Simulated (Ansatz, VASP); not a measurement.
## Two plane-wave programs on Cr

Contents of INCAR:

```
  PREC = Accurate
  ENCUT = 500
  EDIFF = 1E-6
  ISMEAR = -1
  SIGMA = 0.1
  LREAL = False
  LASPH = True
  NELM = 120
  ALGO = Normal
  ISIF = 2
  LWAVE = False
  LCHARG = True
  LELF = True
  LVHAR = True
  NBANDS = 12
  GGA_COMPAT = False
```

File KPOINTS:

```
Automatic mesh
0
Gamma
  8 8 8
```

Contents of POSCAR:

```
Cr
1.0
   -1.3942485114      1.3942485114      1.3942485114
    1.3942485114     -1.3942485114      1.3942485114
    1.3942485114      1.3942485114     -1.3942485114
Cr
1
Direct
    0.0000000000      0.0000000000      0.0000000000
```

Input for Ansatz:

```yaml
crystal:
  lattice:
    - [-1.3942485114, 1.3942485114, 1.3942485114]
    - [1.3942485114, -1.3942485114, 1.3942485114]
    - [1.3942485114, 1.3942485114, -1.3942485114]
  atoms:
    - { symbol: Cr, position: [0.0, 0.0, 0.0] }
hamiltonian:
  xc: lda
  pseudopotentials:
    kind: paw
    azcp:
      Cr: "pseudopotentials/Cr.paw.azcp"
basis:
  ecutwfc: 420
  fft_grid_basis: typed
kpoints:
  mp_grid: { grid: [8, 8, 8], shift: [0, 0, 0] }
magnetization:
  spin_polarized: false
scf:
  occupations: { method: fermi_dirac, width: 0.1 }
  lower_state_search: "off"
output:
  stress: true
```

Alike in both runs: task single point; functional LDA; k mesh 8 × 8 × 8; occupations fermi-dirac, width 0.1 eV; no spin polarisation.

|  | VASP | Ansatz |
| --- | --- | --- |
| version | VASP 6.6.1 | Ansatz 0.2.0 |
| potentials or method | VASP PAW LDA potentials, release 64 (Cr_pv), cutoff 500 eV | plane waves (420 eV) with PAW, scalar-relativistic |
| valence electrons in the cell | 12 | 14 |

|  | VASP | Ansatz | Ansatz less VASP |
| --- | --- | --- | --- |
| pressure (GPa) | 0.8 | 0.8 | +0.02 |

Ansatz warns that its potentials were made for another functional, while VASP's fit it. LDA's correlation is that of Perdew and Zunger in VASP and of Perdew and Wang (1992) in Ansatz. VASP's potentials hold 12 valence electrons a cell and Ansatz's 14, so a difference there can come from the potentials and not from the codes.

The k mesh is coarse, so the values compare programs but aren't converged.
